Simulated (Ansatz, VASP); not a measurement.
# Two plane-wave programs on BaTiO3

```
Ba Ti O
1.0
     3.95416    0.00000    0.00000
     0.00000    3.95416    0.00000
     0.00000    0.00000    4.02379
Ba Ti O
1 1 3
Direct
  0.00000 0.00000 0.00000
  0.50000 0.50000 0.50000
  0.50000 0.50000 0.00000
  0.50000 0.00000 0.50000
  0.00000 0.50000 0.50000
```

Change from the starting cell: epitaxial_xy strain -1.0%.

Alike in both runs: task single point; functional PBE; k mesh 6 × 6 × 6; occupations fermi-dirac, width 0.02 eV; no spin polarisation.

|  | VASP | Ansatz |
| --- | --- | --- |
| version | VASP 6.6.1 | Ansatz 0.2.0 |
| potentials or method | VASP PAW PBE potentials, release 64 (Ba_sv, Ti_sv, O) | plane waves, PAW |
| plane-wave cutoff (eV) | 520 | 420 |
| valence electrons in the cell | 40 | 40 |

|  | VASP | Ansatz | Ansatz less VASP |
| --- | --- | --- | --- |
| gap on the k mesh at the Fermi level (eV) | 1.74 | 1.81 | +0.067 |
| pressure (GPa) | 7.5 | 5.6 | -1.93 |
| traceless stress, the component that is largest in VASP (GPa) | -2.45 | -2.37 | +0.083 |

Spin-orbit coupling is off throughout.
